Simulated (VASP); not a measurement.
InP, 2 atoms in the cell. It takes space group F-43m (No. 216, cubic). Conventional cell: a = 5.828 Å, b = 5.828 Å, c = 5.828 Å, α = 90.00°, β = 90.00°, γ = 90.00°. Within 3.3 Å of In (site symmetry -43m) lie 4 P at 2.52 Å. P (site symmetry -43m) has 4 In at 2.52 Å within 3.3 Å. 

```yaml
Program: VASP 6.6.1
Task: single point
Functional: LDA
Potentials_or_basis: VASP PAW LDA potentials, release 64 (In_d, P)
Cutoff: 500 eV
k_mesh: 10 × 10 × 10
Occupations: gaussian, width 0.01 eV
Spin: no spin polarisation
Dipole_correction: no
Further_INCAR_settings: ALGO = Normal; EDIFF = 1e-06; NBANDS = 16
```

Potentials or basis: VASP PAW LDA potentials, release 64 (In_d, P).

Run with:

```console
$ cat potpaw_LDA.64/In_d/POTCAR potpaw_LDA.64/P/POTCAR > POTCAR
$ mpirun -np 1 vasp_std > vasp.out
```

Hardware: 1 thread of Intel Xeon 8259CL, with other jobs on the host.

Question: Estimate the wall time of this run.

Answer: Run time: 61 s on 1 thread of Intel Xeon 8259CL (shared host), peak memory 0.17 GiB. Counts: scf iterations 13, k points 47.
